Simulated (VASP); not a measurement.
Set up this calculation in VASP 6.6.1, as the native input.

* Task: single point
* Functional: PBEsol
* Potentials or basis: VASP PAW PBE potentials, release 64 (Au)
* Cutoff: 520 eV
* k mesh: 11 × 11 × 6
* Occupations: fermi-dirac, width 0.05 eV
* Spin: no spin polarisation
* Dipole correction: no
* Further INCAR settings: ALGO = Normal; EDIFF = 1e-07; NBANDS = 18

The structure of Au lies in POSCAR:

```
Au
1.0
    1.3794709357     -2.3893187748      0.0000000000
    1.3794709357      2.3893187748      0.0000000000
    0.0000000000      0.0000000000      4.5706311121
Au
2
Direct
    0.3333628457      0.6666371543      0.2500000000
    0.6666371543      0.3333628457      0.7500000000
```

This isn't the form of Au at room conditions, which is fcc.

The input as run:

INCAR

```
SYSTEM = Au
ALGO     = Normal         ! electronic algorithm
EDIFF    = 1E-7           ! SCF threshold, eV
ENCUT    = 520            ! plane-wave cutoff, eV
GGA      = PS             ! functional
ISIF     = 2              ! what is computed and relaxed
ISMEAR   = -1             ! smearing method
LASPH    = .True.         ! aspherical terms in the spheres
LCHARG   = .False.        ! write CHGCAR
LREAL    = .False.        ! projectors in reciprocal space
LWAVE    = .False.        ! write WAVECAR
NBANDS   = 18             ! bands
NELM     = 80             ! most SCF steps
PREC     = Accurate       ! precision mode
SIGMA    = 0.05           ! smearing width, eV
```

KPOINTS

```
k-points
0
Gamma
  11 11 6
  0 0 0
```

Potentials or basis: VASP PAW PBE potentials, release 64 (Au).

Run with:

```console
$ cat potpaw_PBE.64/Au/POTCAR > POTCAR
$ mpirun -np 1 vasp_std > vasp.out
```

It gave:

```json
{"Pressure": "29.6 GPa", "Band gap on the k mesh": "zero (bands 11 and 12 overlap by 6.96 eV)"}
```

Caveat: the cell stands under pressure; the PAW data sets were made with another functional, which shifts forces and pressure a little; spin-orbit coupling is left out, which moves the levels of the heavy elements.

It took 28 s on 1 thread of Intel(R) Xeon(R) 6975P-C (Granite Rapids), with other jobs on the host, peak memory 0.2 GiB.
